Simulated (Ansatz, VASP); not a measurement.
# Two plane-wave programs on N

```
N
1.0
     5.67603    0.00000    0.00000
     0.00000    5.67603    0.00000
     0.00000    0.00000    5.67603
N
8
Direct
  0.05607 0.05607 0.05607
  0.44393 0.94393 0.55607
  0.55607 0.44393 0.94393
  0.94393 0.55607 0.44393
  0.94403 0.94403 0.94403
  0.55597 0.05597 0.44403
  0.44403 0.55597 0.05597
  0.05597 0.44403 0.55597
```

Alike in both runs: functional PBE; dispersion D3(BJ); k mesh 4 × 4 × 4; occupations gaussian, width 0.02 eV; no spin polarisation.

Ansatz relaxed the structure, and its values are those at the end. VASP's run is a single point on that final structure, the one shown.

|  | VASP | Ansatz |
| --- | --- | --- |
| version | VASP 6.6.1 | Ansatz 0.2.0 |
| potentials or method | VASP PAW PBE potentials, release 64 (N), cutoff 520 eV | scalar-relativistic, plane waves, PAW |
| valence electrons in the cell | 40 | 40 |

Ansatz gave:

* gap on the k mesh at the Fermi level (eV): 7.42
* least direct gap on the mesh (eV): 7.44
* pressure (GPa): 0.0
* rms of the force components (eV/Å): 0.002

Problem. What did VASP give for the same quantities?

Solution. gap on the k mesh at the Fermi level (eV): 7.37; least direct gap on the mesh (eV): 7.40; pressure (GPa): 2.0; rms of the force components (eV/Å): 1.013.

One of these differences is far larger than is usual between the two programs; its cause wasn't traced.

Noted on VASP's run: the standard files for N, O and F lose accuracy on very short bonds.
